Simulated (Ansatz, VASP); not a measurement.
# Bi2Se3 in VASP and in Ansatz

The input INCAR:

```
SYSTEM = Bi2Se3
ALGO = Normal
EDIFF = 1E-6
ENCUT = 520
GGA = PE
ISIF = 2
ISMEAR = -1
LASPH = .TRUE.
LCHARG = .TRUE.
LELF = .TRUE.
LREAL = .FALSE.
LVHAR = .TRUE.
LWAVE = .FALSE.
NBANDS = 32
NELM = 80
PREC = Accurate
SIGMA = 0.05
```

Contents of KPOINTS:

```
k-points
0
G
  8 8 8
  0 0 0
```

File POSCAR:

```
Bi2Se3
1.0
    2.0575968965      1.1879541221      9.4812687632
   -2.0575968965      1.1879541221      9.4812687632
    0.0000000000     -2.3759082442      9.4812687632
Bi Se
2 3
Direct
    0.5992000000      0.5992000000      0.5992000000
    0.4008000000      0.4008000000      0.4008000000
    0.7883000000      0.7883000000      0.7883000000
    0.2117000000      0.2117000000      0.2117000000
    0.0000000000      0.0000000000      0.0000000000
```

input.yaml

```yaml
crystal:
  lattice:
    - [2.0575968965, 1.1879541221, 9.4812687632]
    - [-2.0575968965, 1.1879541221, 9.4812687632]
    - [0.0, -2.3759082442, 9.4812687632]
  atoms:
    - { symbol: Bi, position: [0.5992, 0.5992, 0.5992] }
    - { symbol: Bi, position: [0.4008, 0.4008, 0.4008] }
    - { symbol: Se, position: [0.7883, 0.7883, 0.7883] }
    - { symbol: Se, position: [0.2117, 0.2117, 0.2117] }
    - { symbol: Se, position: [0.0, 0.0, 0.0] }
hamiltonian:
  xc: pbe
  pseudopotentials: { kind: nc, source: spms }
kpoints:
  mp_grid: { grid: [8, 8, 8] }
scf:
  occupations: { method: fermi_dirac, width: 0.05 }
output:
  forces: true
  stress: true
  eigenvalues: true
```

Alike in both runs: task single point; functional PBE; k mesh 8 × 8 × 8; occupations fermi-dirac, width 0.05 eV; no spin polarisation.

|  | VASP | Ansatz |
| --- | --- | --- |
| version | VASP 6.6.1 | Ansatz 0.2.0 |
| potentials or method | VASP PAW PBE potentials, release 64 (Bi_d, Se) | SPMS NC |
| plane-wave cutoff (eV) | 520 | 816 |
| valence electrons in the cell | 48 | 78 |

|  | VASP | Ansatz | Ansatz less VASP |
| --- | --- | --- | --- |
| gap on the k mesh at the Fermi level (eV) | 0.20 | 0.19 | -0.006 |
| least direct gap on the mesh (eV) | 0.20 | 0.19 | -0.006 |
| pressure (GPa) | 4.0 | 4.1 | +0.09 |
| traceless stress, the component that is largest in VASP (GPa) | 0.00 | -0.06 | -0.060 |
| rms of the force components (eV/Å) | 0.149 | 0.156 | +0.0075 |

Atom by atom the forces differ by 0.008 eV/Å (rms over components). VASP's potentials hold 48 valence electrons a cell and Ansatz's 78, so a difference there can come from the potentials and not from the codes.

Neither program's run includes spin-orbit coupling.
